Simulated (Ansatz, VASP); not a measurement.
**One calculation of W, two programs**

INCAR

```
SYSTEM = W
PREC = Accurate ; ENCUT = 520
EDIFF = 1E-6 ; ISMEAR = 0
SIGMA = 0.1 ; LREAL = .FALSE.
LASPH = .TRUE. ; NELM = 60
ALGO = Fast ; ISIF = 2
LWAVE = .FALSE. ; LCHARG = .FALSE.
LDIPOL = .TRUE. ; IDIPOL = 3
DIPOL = 0.5 0.5 0.500 ; GGA = PS
NBANDS = 43
```

File KPOINTS:

```
regular mesh
0
G
  13 13 1
  0 0 0
```

POSCAR

```
W
1.0
    2.7317561333      0.0000000000      0.0000000000
   -0.9105853778      2.5755243819      0.0000000000
    0.0000000000      0.0000000000     23.9218781711
W
5
Direct
    0.5000000000      0.5000000000      0.3135205332
    0.0000000000      0.0000000000      0.4067602666
    0.5000000000      0.5000000000      0.5000000000
    0.0000000000      0.0000000000      0.5932397334
    0.5000000000      0.5000000000      0.6864794668
```

Input for Ansatz:

```yaml
crystal:
  lattice:
    - [2.7317561333, 0.0, 0.0]
    - [-0.9105853778, 2.5755243819, 0.0]
    - [0.0, 0.0, 23.9218781711]
  atoms:
    - { symbol: W, position: [0.5, 0.5, 0.3135205332] }
    - { symbol: W, position: [0.0, 0.0, 0.4067602666] }
    - { symbol: W, position: [0.5, 0.5, 0.5] }
    - { symbol: W, position: [0.0, 0.0, 0.5932397334] }
    - { symbol: W, position: [0.5, 0.5, 0.6864794668] }
basis:
  ecutwfc: 700
kpoints:
  mp_grid: { grid: [13, 13, 1] }
hamiltonian:
  xc: pbesol
scf:
  occupations: { method: gaussian, width: 0.1 }
output:
  forces: true
  stress: true
  eigenvalues: true
efield:
  axis: 3
  dipole_correction: true
  ramp_width: 0.04
```

Alike in both runs: task single point; functional PBEsol; k mesh 13 × 13 × 1; occupations gaussian, width 0.1 eV; no spin polarisation.

|  | VASP | Ansatz |
| --- | --- | --- |
| version | VASP 6.6.1 | Ansatz 0.2.0 |
| potentials or method | VASP PAW PBE potentials, release 64 (W_sv), cutoff 520 eV | scalar-relativistic, plane waves, PAW |
| valence electrons in the cell | 70 | 70 |

VASP gave:

| Property | Result |
| --- | --- |
| gap on the k mesh at the Fermi level (eV) | none |
| rms of the force components (eV/Å) | 0.330 |

Task: Which values does Ansatz return?

Result: gap on the k mesh at the Fermi level (eV): none; rms of the force components (eV/Å): 0.336.

VASP's potentials were made for PBE, not for PBEsol. Atom by atom the forces differ by 0.011 eV/Å (rms over components). A gap of «none» marks a metal or a gap that the smearing closes. The functional is the same, so the differences come from potentials, cutoffs and numerics.

Spin-orbit coupling is off throughout.
